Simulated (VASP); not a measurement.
# Bi2Se3 (R-3m) in VASP: a series of runs

Bi2Se3 is run at these levels: PBE; tasks: single point.

All numbers are computed with VASP 6.6.1; they aren't measurements. Logs are shortened: lines on timing, memory, paths and dates and some standing lists are left out, and cuts for length are marked.

### 1 The cell of the first run

The structure is trigonal, space group R-3m (No. 166). Conventional cell: a = 4.142 Å, b = 4.142 Å, c = 30.141 Å, α = 90.00°, β = 90.00°, γ = 120.00°. Within 3.8 Å of Bi (site symmetry 3m) lie 6 Se at 2.86 to 3.08 Å. Within 3.9 Å of Se (site symmetry 3m) lie 3 Bi at 2.86 Å and 3 Se at 3.86 Å. Se (site symmetry -3m) has 6 Bi at 3.08 Å and 12 Se at 4.14 to 4.25 Å within 4.3 Å.

### 2 Single point, PBE (uniaxial z strain +3.0%)

Input file INCAR:

```
ALGO = Normal
EDIFF = 1E-7
ENCUT = 520
GGA = PE
ISIF = 2
ISMEAR = -1
LASPH = True
LCHARG = False
LREAL = False
LWAVE = False
NBANDS = 32
NELM = 80
PREC = Accurate
SIGMA = 0.02
```

Input file KPOINTS:

```
k-points
0
Gamma
  8 8 8
```

Input file POSCAR:

```
Bi2Se3
1.0
    2.0711835690      1.1957983911     10.0469457031
   -2.0711835690      1.1957983911     10.0469457031
    0.0000000000     -2.3915967823     10.0469457031
Bi Se
2 3
Direct
    0.3979279418      0.3979279418      0.3979279418
    0.6020720582      0.6020720582      0.6020720582
    0.2168950899      0.2168950899      0.2168950899
    0.7831049101      0.7831049101      0.7831049101
    0.0000000000      0.0000000000      0.0000000000
```

Potentials or basis: VASP PAW PBE potentials, release 64 (Bi_d, Se).

The run is started by

```bash
> cat potpaw_PBE.64/Bi_d/POTCAR potpaw_PBE.64/Se/POTCAR > POTCAR
> mpirun -np 1 vasp_std > vasp.out
```

OUTCAR:

```text
EDIFF = 1E-7
   ENCUT = 520
   GGA = PE
   ISIF = 2
   ISMEAR = -1
   LASPH = True
   LREAL = False
   NELM = 80
   PREC = Accurate

 ion  position               nearest neighbor table
   1  0.398  0.398  0.398-   4 2.86   4 2.86   4 2.86   5 3.08   5 3.08   5 3.08
   2  0.602  0.602  0.602-   3 2.86   3 2.86   3 2.86   5 3.08   5 3.08   5 3.08
   3  0.217  0.217  0.217-   2 2.86   2 2.86   2 2.86
   4  0.783  0.783  0.783-   1 2.86   1 2.86   1 2.86
   5  0.000  0.000  0.000-   2 3.08   2 3.08   1 3.08   1 3.08   2 3.08   1 3.08

  LATTYP: Found a trigonal (rhomboedric) cell.
 ALAT       =    10.3276741394
 COS(alpha) =     0.9195618402

  Lattice vectors:

 A1 = (   2.0711835690,   1.1957983911,  10.0469457031)
 A2 = (  -2.0711835690,   1.1957983911,  10.0469457031)
 A3 = (   0.0000000000,  -2.3915967823,  10.0469457031)

Analysis of symmetry for initial positions (statically):
=====================================================================
 Subroutine PRICEL returns:
 Original cell was already a primitive cell.

 Routine SETGRP: Setting up the symmetry group for a
 trigonal (rhombohedral) supercell.

 Subroutine GETGRP returns: Found 12 space group operations
 (whereof 12 operations were pure point group operations)
 out of a pool of 12 trial point group operations.

The static configuration has the point symmetry D_3d.

Analysis of symmetry for dynamics (positions and initial velocities):
=====================================================================
 Subroutine PRICEL returns:
 Original cell was already a primitive cell.

 Routine SETGRP: Setting up the symmetry group for a
 trigonal (rhombohedral) supercell.

 Subroutine GETGRP returns: Found 12 space group operations
 (whereof 12 operations were pure point group operations)
 out of a pool of 12 trial point group operations.

The dynamic configuration has the point symmetry D_3d.

 Subroutine INISYM returns: Found 12 space group operations
 (whereof 12 operations are pure point group operations),
 and found     1 'primitive' translations

----------------------------------------------------------------------------------------

                                     Primitive cell

  volume of cell :     149.3007

  direct lattice vectors                    reciprocal lattice vectors
     2.071183569  1.195798391 10.046945703     0.241407863  0.139376895  0.033177579
    -2.071183569  1.195798391 10.046945703    -0.241407863  0.139376895  0.033177579
     0.000000000 -2.391596782 10.046945703     0.000000000 -0.278753790  0.033177579

  length of vectors
    10.327674139 10.327674139 10.327674139     0.280721262  0.280721262  0.280721262

  position of ions in fractional coordinates (direct lattice)
     0.397927942  0.397927942  0.397927942
     0.602072058  0.602072058  0.602072058
     0.216895090  0.216895090  0.216895090
     0.783104910  0.783104910  0.783104910
     0.000000000  0.000000000  0.000000000

  ion indices of the primitive-cell ions
   primitive index   ion index
                 1           1
                 2           2
                 3           3
                 4           4
                 5           5

----------------------------------------------------------------------------------------

 KPOINTS: k-points

Automatic generation of k-mesh.
 Grid dimensions read from file:
 generate k-points for:    8    8    8

 Generating k-lattice:

  Cartesian coordinates                     Fractional coordinates (reciprocal lattice)
     0.030175983  0.017422112  0.004147197     0.125000000  0.000000000  0.000000000
    -0.030175983  0.017422112  0.004147197     0.000000000  0.125000000  0.000000000
     0.000000000 -0.034844224  0.004147197     0.000000000  0.000000000  0.125000000

  Length of vectors
     0.035090158  0.035090158  0.035090158

  Shift w.r.t. Gamma in fractional coordinates (k-lattice)
     0.000000000  0.000000000  0.000000000

 Subroutine IBZKPT returns following result:
 ===========================================

 Found     65 irreducible k-points:

 Following reciprocal coordinates:
            Coordinates               Weight
  0.000000  0.000000  0.000000      1.000000
  0.125000  0.000000  0.000000      6.000000
  0.250000  0.000000  0.000000      6.000000
  0.375000  0.000000  0.000000      6.000000
  0.500000  0.000000  0.000000      3.000000
  0.125000  0.125000  0.000000      6.000000
[... 16 lines left out ...]
  0.250000  0.125000  0.125000      6.000000
  0.375000  0.125000  0.125000      6.000000
 [... further k-points ...]
   k-points           NKPTS =     65   k-points in BZ     NKDIM =     65   number of bands    NBANDS=     32
   number of dos      NEDOS =    301   number of ions     NIONS =      5
   total plane-waves  NPLWV = 512000
   dimension x,y,z NGX =    80 NGY =   80 NGZ =   80
   dimension x,y,z NGXF=   160 NGYF=  160 NGZF=  160
   ions per type =               2   3
   NGX,Y,Z   is equivalent  to a cutoff of  12.88, 12.88, 12.88 a.u.
   NGXF,Y,Z  is equivalent  to a cutoff of  25.76, 25.76, 25.76 a.u.
 SYSTEM =  unknown system
   PREC   = accura    normal or accurate (medium, high low for compatibility)
   ISTART =      0    job   : 0-new  1-cont  2-samecut
   ICHARG =      2    charge: 1-file 2-atom 10-const
   ISPIN  =      1    spin polarized calculation?
   LNONCOLLINEAR =      F non collinear calculations
   LSORBIT =      F    spin-orbit coupling
   LASPH  =      T    aspherical Exc in radial PAW
   ENCUT  =  520.0 eV  38.22 Ry    6.18 a.u.  19.20 19.20 19.20*2*pi/ulx,y,z
   NELM   =     80;   NELMIN=  2; NELMDL= -5     # of ELM steps
   EDIFF  = 0.1E-06   stopping-criterion for ELM
   LREAL  =      F    real-space projection
   EDIFFG = 0.1E-05   stopping-criterion for IOM
   NSW    =      0    number of steps for IOM
   IBRION =     -1    ionic relax: 0-MD 1-quasi-New 2-CG
   NFREE  =      0    steps in history (QN), initial steepest desc. (CG)
   ISIF   =      2    stress and relaxation
   ISYM   =      2    0-nonsym 1-usesym 2-fastsym
   POTIM  = 0.5000    time-step for ionic-motion
   TEBEG  =    0.0;   TEEND  =   0.0 temperature during run
   PSTRESS=    0.0 pullay stress
   NELECT =      48.0000    total number of electrons
   NUPDOWN=      -1.0000    fix difference up-down
   EMIN   =  10.00;   EMAX   =-10.00  energy-range for DOS
   EFERMI =   0.00;   METHOD = LEGACY
   ISMEAR =    -1;   SIGMA  =   0.02  broadening in eV -4-tet -1-fermi 0-gaus
   EFERMI_NEDOS =   21; number of points for ismear=-14 and -15
   IALGO  =     38    algorithm
   IMIX   =      4    mixing-type and parameters
     AMIX     =   0.40;   BMIX     =  1.00
     AMIX_MAG =   1.60;   BMIX_MAG =  1.00
  volume/ion in A,a.u.               =      29.86       201.51
  Fermi-wavevector in a.u.,A,eV,Ry     =   1.121505  2.119338 17.113053  1.257774
  Thomas-Fermi vector in A             =   2.258159
   LORBIT       =      0    0 simple, 1 ext, 2 COOP (PROOUT), +10 PAW based schemes
   GGA     = PE    functional components
   LHFCALC =     F    Hartree Fock is set to
   AEXX    =    0.0000 exact exchange contribution
   IVDW    =     0    specifies the selected vdW correction
   LEPSILON=     F    determine dielectric tensor
   LRPA    =     F    only Hartree local field effects (RPA)
 non-spin polarized calculation
  energy-cutoff  :      520.00
  volume of cell :      149.30
 maximum number of plane-waves:      4064
 NGX is ok and might be reduce to    80
   NGX = 39   NGY = 39   NGZ = 39

 number of electron      48.0000005 magnetization

 Free energy of the ion-electron system (eV)
  ---------------------------------------------------
  ext. energy  EPLUGINS =         0.00000000
  ---------------------------------------------------
  free energy    TOTEN  =       -20.21086205 eV

  energy without entropy =      -20.21086205  energy(sigma->0) =      -20.21086205

 E-fermi :   4.4434     XC(G=0):  -9.2059

 val. band max:        4.1813941489   @ k =   0.0000   0.0000   0.0000
 cond. band min:       4.7067796709   @ k =   0.0000   0.0000   0.0000
 fundamental gap:      0.5253855220
 Fermi energy:         4.4433639541

 k-point     1 :       0.0000    0.0000    0.0000
  band No.  band energies     occupation
      1     -18.7017      2.00000
      2     -18.7017      2.00000
      3     -18.7002      2.00000
      4     -18.7002      2.00000
      5     -18.6931      2.00000
      6     -18.6907      2.00000
[... 24 lines left out ...]
     31      10.2778      0.00000
     32      11.1540      0.00000

 k-point     2 :       0.1250    0.0000    0.0000
  band No.  band energies     occupation
      1     -18.7037      2.00000
      2     -18.7018      2.00000
      3     -18.6980      2.00000
      4     -18.6965      2.00000
      5     -18.6908      2.00000
      6     -18.6884      2.00000
[... 24 lines left out ...]
     31      10.0444      0.00000
     32      10.6179      0.00000

 k-point     3 :       0.2500    0.0000    0.0000
  band No.  band energies     occupation
      1     -18.7097      2.00000
      2     -18.7068      2.00000
      3     -18.6903      2.00000
      4     -18.6901      2.00000
      5     -18.6885      2.00000
      6     -18.6863      2.00000
[... 24 lines left out ...]
     31       9.1363      0.00000
     32      10.7536      0.00000

 k-point     4 :       0.3750    0.0000    0.0000
  band No.  band energies     occupation
      1     -18.7168      2.00000
      2     -18.7128      2.00000
      3     -18.6945      2.00000
      4     -18.6901      2.00000
      5     -18.6879      2.00000
      6     -18.6843      2.00000
[... 654 lines left out ...]
     31      10.2844      0.00000
     32      11.1048      0.00000

 k-point    23 :       0.2500    0.1250    0.1250
  band No.  band energies     occupation
      1     -18.7037      2.00000
      2     -18.7018      2.00000
      3     -18.6980      2.00000
      4     -18.6965      2.00000
      5     -18.6908      2.00000
      6     -18.6884      2.00000
[... 24 lines left out ...]
     31      10.0113      0.00000
     32      10.7261      0.00000

 k-point    24 :       0.3750    0.1250    0.1250
  band No.  band energies     occupation
      1     -18.7097      2.00000
      2     -18.7068      2.00000
      3     -18.6903      2.00000
      4     -18.6901      2.00000
      5     -18.6885      2.00000
      6     -18.6863      2.00000
[... 24 lines left out ...]
     31       9.1584      0.00000
     32      10.8462      0.00000

 [... further k-points ...]
[... 5 lines left out ...]
  --------------------------------------------------------------------------------------
  -------------------------------------------------------------------------------------
  Total        1.5853289      1.5853289      1.1875411     -0.0000000     -0.0000000     -0.0000000
  in kB       17.0124984     17.0124984     12.7437535     -0.0000000     -0.0000000     -0.0000000
  external PRESSURE =      15.5895835 kB  Pullay stress =       0.0000000 kB

 VOLUME and BASIS-vectors are now :
 -----------------------------------------------------------------------------
  energy-cutoff  :      520.00
  volume of cell :      149.30
      direct lattice vectors                 reciprocal lattice vectors
     2.071183569  1.195798391 10.046945703     0.241407863  0.139376895  0.033177579
    -2.071183569  1.195798391 10.046945703    -0.241407863  0.139376895  0.033177579
     0.000000000 -2.391596782 10.046945703     0.000000000 -0.278753790  0.033177579

 POSITION                                       TOTAL-FORCE (eV/Angst)
 -----------------------------------------------------------------------------------
      0.00000     -0.00000     11.99388         0.000000      0.000000     -0.095162
      0.00000     -0.00000     18.14696         0.000000     -0.000000      0.095162
      0.00000     -0.00000      6.53740         0.000000      0.000000     -0.163528
      0.00000     -0.00000     23.60344         0.000000     -0.000000      0.163528
      0.00000      0.00000      0.00000        -0.000000      0.000000      0.000000
 -----------------------------------------------------------------------------------
    total drift:                               -0.000000     -0.000000      0.000000

  FREE ENERGIE OF THE ION-ELECTRON SYSTEM (eV)
  ---------------------------------------------------
  free  energy   TOTEN  =       -20.2108620550 eV

  energy  without entropy=      -20.2108620495  energy(sigma->0) =      -20.21086205
```

It took 22 min on 1 thread of Intel Xeon Platinum 8259CL at 2.50GHz (Skylake/Cascade Lake), shared host; peak memory 1 GiB.

Results:

| Property | Result |
| --- | --- |
| Free energy | -20.2109 eV |
| Pressure | 1.6 GPa |
| Largest force | 0.164 eV/Å |
| Band gap on the k mesh | 0.53 eV |

Forces on the atoms (eV/Å):
```
Bi   0.000  0.000 -0.095
Bi   0.000  0.000  0.095
Se   0.000  0.000 -0.164
Se   0.000  0.000  0.164
Se   0.000  0.000  0.000
```

Stress tensor (GPa, compression positive):
```
1.70 0.00 0.00
0.00 1.70 0.00
0.00 0.00 1.27
```

Levels at points of the mesh, in eV from the valence-band top:
```tsv
k point	band 21	band 22	band 23	band 24	band 25	band 26	band 27	band 28
(0.00, 0.00, 0.00)	-1.45	-0.94	-0.94	0.00	0.53	1.77	1.77	2.37
(0.50, 0.00, 0.00)	-2.48	-1.66	-1.03	-0.53	1.17	2.34	3.09	3.21
(0.50, 0.50, 0.00)	-1.77	-1.43	-1.23	-0.95	1.54	2.21	2.71	3.21
(0.50, 0.50, 0.50)	-1.18	-1.02	-1.02	-0.33	0.74	1.92	1.92	2.33
```

Caveat: the cell differs from its parent crystal (uniaxial z strain +3.0%); spin-orbit coupling is left out, which moves the levels of the heavy elements.

### 3 Single point, PBE (uniaxial z strain +4.0%)

Input file INCAR:

```
  PREC = Accurate
  ENCUT = 520
  EDIFF = 1E-7
  ISMEAR = -1
  SIGMA = 0.02
  LREAL = False
  LASPH = True
  NELM = 100
  ALGO = Normal
  ISIF = 2
  LWAVE = False
  LCHARG = True
  GGA = PE
  LELF = True
  LVHAR = True
  NBANDS = 32
```

Input file KPOINTS:

```
regular mesh
0
Gamma
  8 8 8
```

Input file POSCAR:

```
Bi2Se3
1.0
    2.0711835690      1.1957983911     10.1444888653
   -2.0711835690      1.1957983911     10.1444888653
    0.0000000000     -2.3915967823     10.1444888653
Bi Se
2 3
Direct
    0.3974235908      0.3974235908      0.3974235908
    0.6025764092      0.6025764092      0.6025764092
    0.2178564926      0.2178564926      0.2178564926
    0.7821435074      0.7821435074      0.7821435074
    0.0000000000      0.0000000000      0.0000000000
```

Potentials or basis: VASP PAW PBE potentials, release 64 (Bi_d, Se).

The run is started by

```bash
> cat potpaw_PBE.64/Bi_d/POTCAR potpaw_PBE.64/Se/POTCAR > POTCAR
> mpirun -np 1 vasp_std > vasp.out
```

Run time: 24 min. Hardware: 1 thread of Intel Xeon Platinum 8259CL at 2.50GHz (Skylake/Cascade Lake), shared host; peak memory 1.1 GiB.

Results (log left out):

```
Free energy            : -20.2154 eV
Pressure               : 1.4 GPa
Largest force          : 0.158 eV/Å
Band gap on the k mesh : 0.58 eV
```

Forces on the atoms (eV/Å):
```
Bi   0.000  0.000 -0.094
Bi   0.000  0.000  0.094
Se   0.000  0.000 -0.158
Se   0.000  0.000  0.158
Se   0.000  0.000  0.000
```

Stress tensor (GPa, compression positive):
```
1.59 0.00 0.00
0.00 1.59 0.00
0.00 0.00 1.10
```

Levels at points of the mesh, in eV from the valence-band top:
```tsv
k point	band 20	band 21	band 22	band 23	band 24	band 25	band 26	band 27	band 28	band 29
(0.00, 0.00, 0.00)	-1.38	-1.38	-0.88	-0.88	0.00	0.58	1.84	1.84	2.42	2.94
(0.50, 0.00, 0.00)	-2.48	-2.39	-1.57	-0.99	-0.51	1.23	2.41	3.09	3.26	4.28
(0.50, 0.50, 0.00)	-2.31	-1.75	-1.35	-1.15	-0.92	1.58	2.27	2.74	3.25	3.94
(0.50, 0.50, 0.50)	-1.30	-1.10	-0.95	-0.95	-0.32	0.78	1.97	1.97	2.39	2.80
```

Caveat: the cell differs from its parent crystal (uniaxial z strain +4.0%); spin-orbit coupling is left out, which moves the levels of the heavy elements. A k mesh can miss the band edges.
